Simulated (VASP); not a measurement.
# InP (F-43m) in VASP: notebook, part 2 of 2

VASP 6.6.1. The steps go on from the part before.

## Step 3: Relaxation of cell and atoms, r2SCAN, target pressure 90 GPa, at which the enthalpy is minimised

This run uses another cell than the first one, of 16.87 Å³/atom.

The input, POSCAR:

```
InP
1.0
    0.0000000000      2.5646703271      2.5646703271
    2.5646703271      0.0000000000      2.5646703271
    2.5646703271      2.5646703271      0.0000000000
In P
1 1
Direct
    0.0000000000      0.0000000000      0.0000000000
    0.2500000000      0.2500000000      0.2500000000
```

The input, INCAR.step1:

```
SYSTEM = InP
ALGO = Normal ; EDIFF = 1E-4
ENCUT = 600 ; GGA = PE
ISMEAR = 0 ; LASPH = .TRUE.
LCHARG = .FALSE. ; LREAL = .FALSE.
LWAVE = .TRUE. ; NELM = 80
PREC = Accurate ; SIGMA = 0.02
```

The input, INCAR.step2:

```
SYSTEM = InP
ALGO = Normal ; EDIFF = 1E-6
EDIFFG = -0.008 ; ENCUT = 600
IBRION = 2 ; ISIF = 3
ISMEAR = 0 ; ISTART = 1
LASPH = .TRUE. ; LCHARG = .FALSE.
LMIXTAU = .TRUE. ; LREAL = .FALSE.
LWAVE = .FALSE. ; METAGGA = R2SCAN
NELM = 80 ; NSW = 70
PREC = Accurate ; PSTRESS = 900.0
SIGMA = 0.02
```

The input, KPOINTS:

```
k-points
0
G
  10 10 10
  0 0 0
```

Potentials or basis: VASP PAW PBE potentials, release 64 (In_d, P).

Started as:

```sh
$ cat potpaw_PBE.64/In_d/POTCAR potpaw_PBE.64/P/POTCAR > POTCAR
$ cp INCAR.step1 INCAR
$ mpirun -np 1 vasp_std > vasp.out
$ cp INCAR.step2 INCAR
$ mpirun -np 1 vasp_std > vasp.out
```

OUTCAR:

```text
SYSTEM = InP
   EDIFF = 1E-6
   EDIFFG = -0.008
   ENCUT = 600
   IBRION = 2
   ISIF = 3
   ISMEAR = 0
   ISTART = 1
   LASPH = .TRUE.
   LREAL = .FALSE.
   METAGGA = R2SCAN
   NELM = 80
   NSW = 70
   PREC = Accurate
   PSTRESS = 900.0

 ion  position               nearest neighbor table
   1  0.000  0.000  0.000-   2 2.22   2 2.22   2 2.22   2 2.22
   2  0.250  0.250  0.250-   1 2.22   1 2.22   1 2.22   1 2.22

  LATTYP: Found a face centered cubic cell.
 ALAT       =     5.1293406542

  Lattice vectors:

 A1 = (   0.0000000000,   2.5646703271,   2.5646703271)
 A2 = (   2.5646703271,   0.0000000000,   2.5646703271)
 A3 = (   2.5646703271,   2.5646703271,   0.0000000000)

Analysis of symmetry for initial positions (statically):
=====================================================================
 Subroutine PRICEL returns:
 Original cell was already a primitive cell.

 Routine SETGRP: Setting up the symmetry group for a
 face centered cubic supercell.

 Subroutine GETGRP returns: Found 24 space group operations
 (whereof 24 operations were pure point group operations)
 out of a pool of 48 trial point group operations.

The static configuration has the point symmetry T_d .

Analysis of symmetry for dynamics (positions and initial velocities):
=====================================================================
 Subroutine PRICEL returns:
 Original cell was already a primitive cell.

 Routine SETGRP: Setting up the symmetry group for a
 face centered cubic supercell.

 Subroutine GETGRP returns: Found 24 space group operations
 (whereof 24 operations were pure point group operations)
 out of a pool of 48 trial point group operations.

The dynamic configuration has the point symmetry T_d .

 Subroutine INISYM returns: Found 24 space group operations
 (whereof 24 operations are pure point group operations),
 and found     1 'primitive' translations

----------------------------------------------------------------------------------------

                                     Primitive cell

  volume of cell :      33.7384

  direct lattice vectors                    reciprocal lattice vectors
     0.000000000  2.564670327  2.564670327    -0.194956831  0.194956831  0.194956831
     2.564670327  0.000000000  2.564670327     0.194956831 -0.194956831  0.194956831
     2.564670327  2.564670327  0.000000000     0.194956831  0.194956831 -0.194956831

  length of vectors
     3.626991560  3.626991560  3.626991560     0.337675137  0.337675137  0.337675137

  position of ions in fractional coordinates (direct lattice)
     0.000000000  0.000000000  0.000000000
     0.250000000  0.250000000  0.250000000

  ion indices of the primitive-cell ions
   primitive index   ion index
                 1           1
                 2           2

----------------------------------------------------------------------------------------

 KPOINTS: k-points

[... 47 lines left out ...]
  0.400000  0.300000  0.000000     24.000000
 [... further k-points ...]
   k-points           NKPTS =     47   k-points in BZ     NKDIM =     47   number of bands    NBANDS=     13
   number of dos      NEDOS =    301   number of ions     NIONS =      2
   total plane-waves  NPLWV =  27000
   dimension x,y,z NGX =    30 NGY =   30 NGZ =   30
   dimension x,y,z NGXF=    60 NGYF=   60 NGZF=   60
   ions per type =               1   1
   NGX,Y,Z   is equivalent  to a cutoff of  13.75, 13.75, 13.75 a.u.
   NGXF,Y,Z  is equivalent  to a cutoff of  27.50, 27.50, 27.50 a.u.
 SYSTEM =  InP
   PREC   = accura    normal or accurate (medium, high low for compatibility)
   ISTART =      1    job   : 0-new  1-cont  2-samecut
   ICHARG =      0    charge: 1-file 2-atom 10-const
   ISPIN  =      1    spin polarized calculation?
   LNONCOLLINEAR =      F non collinear calculations
   LSORBIT =      F    spin-orbit coupling
   LASPH  =      T    aspherical Exc in radial PAW
   ENCUT  =  600.0 eV  44.10 Ry    6.64 a.u.   7.24  7.24  7.24*2*pi/ulx,y,z
   NELM   =     80;   NELMIN=  2; NELMDL=  0     # of ELM steps
   EDIFF  = 0.1E-05   stopping-criterion for ELM
   LREAL  =      F    real-space projection
   EDIFFG = -.8E-02   stopping-criterion for IOM
   NSW    =     70    number of steps for IOM
   IBRION =      2    ionic relax: 0-MD 1-quasi-New 2-CG
   NFREE  =      1    steps in history (QN), initial steepest desc. (CG)
   ISIF   =      3    stress and relaxation
   ISYM   =      2    0-nonsym 1-usesym 2-fastsym
   POTIM  = 0.5000    time-step for ionic-motion
   TEBEG  =    0.0;   TEEND  =   0.0 temperature during run
   PSTRESS=  900.0 pullay stress
   NELECT =      18.0000    total number of electrons
   NUPDOWN=      -1.0000    fix difference up-down
   EMIN   =  10.00;   EMAX   =-10.00  energy-range for DOS
   EFERMI =   0.00;   METHOD = LEGACY
   ISMEAR =     0;   SIGMA  =   0.02  broadening in eV -4-tet -1-fermi 0-gaus
   EFERMI_NEDOS =   21; number of points for ismear=-14 and -15
   IALGO  =     38    algorithm
   IMIX   =      4    mixing-type and parameters
     AMIX     =   0.40;   BMIX     =  1.00
     AMIX_MAG =   1.60;   BMIX_MAG =  1.00
  volume/ion in A,a.u.               =      16.87       113.84
  Fermi-wavevector in a.u.,A,eV,Ry     =   1.327774  2.509129 23.986846  1.762983
  Thomas-Fermi vector in A             =   2.457061
   LORBIT       =      0    0 simple, 1 ext, 2 COOP (PROOUT), +10 PAW based schemes
   METAGGA = R2SCAN    functional components
   LHFCALC =     F    Hartree Fock is set to
   AEXX    =    0.0000 exact exchange contribution
   IVDW    =     0    specifies the selected vdW correction
   LEPSILON=     F    determine dielectric tensor
   LRPA    =     F    only Hartree local field effects (RPA)
 conjugate gradient relaxation of ions
 non-spin polarized calculation
 Gauss-broadening in eV      SIGMA  =   0.02
  energy-cutoff  :      600.00
  volume of cell :       33.74
 maximum number of plane-waves:      1158
 NGX is ok and might be reduce to    30
   NGX = 15   NGY = 15   NGZ = 15

--------------------------------------- Ionic step        1  -------------------------------------------

 number of electron      17.9999997 magnetization

 Free energy of the ion-electron system (eV)
  ---------------------------------------------------
  ext. energy  EPLUGINS =         0.00000000
  ---------------------------------------------------
  free energy    TOTEN  =       -29.53079102 eV

  energy without entropy =      -29.53079102  energy(sigma->0) =      -29.53079102

------------------------ aborting loop because EDIFF is reached ----------------------------------------

  FORCE on cell =-STRESS in cart. coord.  units (eV):
  Direction    XX          YY          ZZ          XY          YZ          ZX
  --------------------------------------------------------------------------------------
  -------------------------------------------------------------------------------------
  Total       15.2928103     15.2928103     15.2928103      0.0000000     -0.0000000      0.0000000
  in kB      726.2284308    726.2284308    726.2284308      0.0000000     -0.0000000      0.0000000
  external PRESSURE =    -173.7715692 kB  Pullay stress =     900.0000000 kB
[... 139 lines left out ...]
--------------------------------------- Ionic step        5  -------------------------------------------

 number of electron      18.0000004 magnetization

 Free energy of the ion-electron system (eV)
  ---------------------------------------------------
  ext. energy  EPLUGINS =         0.00000000
  ---------------------------------------------------
  free energy    TOTEN  =       -28.70762745 eV

  energy without entropy =      -28.70762745  energy(sigma->0) =      -28.70762745

 E-fermi :  11.7614     XC(G=0): -12.2106

 val. band max:       11.6013330965   @ k =   0.0000   0.0000   0.0000
 cond. band min:      12.4985958416   @ k =   0.5000   0.5000   0.0000
 fundamental gap:      0.8972627451
 Fermi energy:        11.7614492116

 k-point     1 :       0.0000    0.0000    0.0000
  band No.  band energies     occupation
      1      -5.2240      2.00000
      2      -5.2240      2.00000
      3      -5.2240      2.00000
      4      -4.8019      2.00000
      5      -4.6267      2.00000
      6      -4.6267      2.00000
      7      11.6013      2.00000
      8      11.6013      2.00000
      9      11.6013      2.00000
     10      14.9057      0.00000
     11      15.4270      0.00000
     12      15.4270      0.00000
     13      15.4270      0.00000
[... 354 lines left out ...]
  band No.  band energies     occupation
      1      -5.8087      2.00000
      2      -4.9185      2.00000
      3      -4.8880      2.00000
      4      -4.8402      2.00000
      5      -4.5054      2.00000
      6      -1.4375      2.00000
      7       5.2067      2.00000
      8       7.2762      2.00000
      9       7.7294      2.00000
     10      13.1791      0.00000
     11      14.6288      0.00000
     12      20.4957      0.00000
     13      20.5158      0.00000

 [... further k-points ...]
[... 5 lines left out ...]
  --------------------------------------------------------------------------------------
  -------------------------------------------------------------------------------------
  Total       18.0513467     18.0513467     18.0513467      0.0000000      0.0000000      0.0000000
  in kB      900.6828459    900.6828459    900.6828459      0.0000000      0.0000000      0.0000000
  external PRESSURE =       0.6828459 kB  Pullay stress =     900.0000000 kB
[... 21 lines left out ...]
  energy  without entropy=      -28.7076274477  energy(sigma->0) =      -28.70762745

  enthalpy is  TOTEN    =       -10.6699662180 eV   P V=       18.0376612297

 reached required accuracy - stopping structural energy minimisation
```

Wall time 6.5 min (1 thread of Intel Xeon Platinum 8488C (Sapphire Rapids), shared host); peak memory 0.2 GiB.

Results:

| Quantity | Value |
| --- | --- |
| Free energy | -28.7076 eV |
| Relaxed volume | 16.06 Å³/atom |
| Relaxed cell | a = 3.568 Å, b = 3.568 Å, c = 3.568 Å, α = 60.00°, β = 60.00°, γ = 60.00° |
| Space group after relaxing (to 0.1 Å) | F-43m (No. 216) |
| Energy change on relaxing (the run minimises the enthalpy) | +411.6 meV/atom |
| Ionic steps | 5 |
| Pressure after relaxing | 90.1 GPa |
| Band gap on the k mesh | 0.90 eV (least direct gap 3.30 eV) |

Step by step:
| step | energy change (eV) | largest force (eV/Å) | pressure (GPa) | volume (Å³) |
| --- | --- | --- | --- | --- |
| 1 | 0.0000 | 0.0000 | 72.62 | 33.74 |
| 2 | 6.6611 | 0.0000 | 214.63 | 25.57 |
| 3 | 0.7284 | 0.0000 | 88.06 | 32.28 |
| 4 | 0.8056 | 0.0000 | 89.64 | 32.14 |
| 5 | 0.8232 | 0.0000 | 90.07 | 32.11 |

Final structure:
```cif
data_structure
_symmetry_space_group_name_H-M 'P 1'
_symmetry_Int_Tables_number 1
_cell_length_a 3.5677
_cell_length_b 3.5677
_cell_length_c 3.5677
_cell_angle_alpha 60.000
_cell_angle_beta 60.000
_cell_angle_gamma 60.000
_cell_volume 32.11
loop_
_atom_site_label
_atom_site_type_symbol
_atom_site_fract_x
_atom_site_fract_y
_atom_site_fract_z
_atom_site_occupancy
In1 In 0.00000 0.00000 0.00000 1
P1 P 0.25000 0.25000 0.25000 1
```

Caveat: the cell is relaxed towards a set pressure, so the run minimises the enthalpy, not the energy; the PAW data sets were made with another functional, which shifts forces and pressure a little; spin-orbit coupling is left out, which moves the levels of the heavy elements. A k mesh can miss the band edges.
